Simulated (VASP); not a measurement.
NaCl: single point with r2SCAN

Crystal: NaCl.

```
Na Cl
1.0
     3.45955    0.00000    0.00000
     0.00000    3.45955    0.00000
     0.00000    0.00000    3.45955
Na Cl
1 1
Direct
  0.00000 0.00000 0.00000
  0.50000 0.50000 0.50000
```

```
Program                : VASP 6.6.1
Task                   : single point
Functional             : r2SCAN
Potentials or basis    : VASP PAW PBE potentials, release 64 (Na_pv, Cl)
Cutoff                 : 520 eV
k mesh                 : 6 × 6 × 6
Occupations            : methfessel-paxton, width 0.2 eV
Spin                   : no spin polarisation
Dipole correction      : no
Further INCAR settings : ALGO = Normal; EDIFF = 1e-07; NBANDS = 14
```

* Pressure: -0.3 GPa
* Band gap on the k mesh: 4.95 eV, indirect (least direct gap 5.49 eV)

Levels at points of the mesh, in eV from the valence-band top:
```csv
k point,band 4,band 5,band 6,band 7,band 8,band 9,band 10,band 11
"(0.00, 0.00, 0.00)",-14.10,-0.54,-0.54,-0.54,4.95,9.14,9.14,16.80
"(0.50, 0.00, 0.00)",-13.69,-3.13,-0.29,-0.29,7.82,9.79,11.25,12.73
"(0.50, 0.50, 0.00)",-13.39,-2.44,-2.44,0.00,6.24,10.73,12.20,12.20
"(0.50, 0.50, 0.50)",-13.08,-2.01,-2.01,-2.01,7.75,7.75,7.75,13.29
```

It took 63 s on 1 thread of Intel(R) Xeon(R) Platinum 8259CL CPU @ 2.50GHz (Skylake/Cascade Lake) (shared host), peak memory 0.16 GiB.

Caveat: the PAW data sets were made with another functional, which shifts forces and pressure a little. A k mesh can miss the band edges.
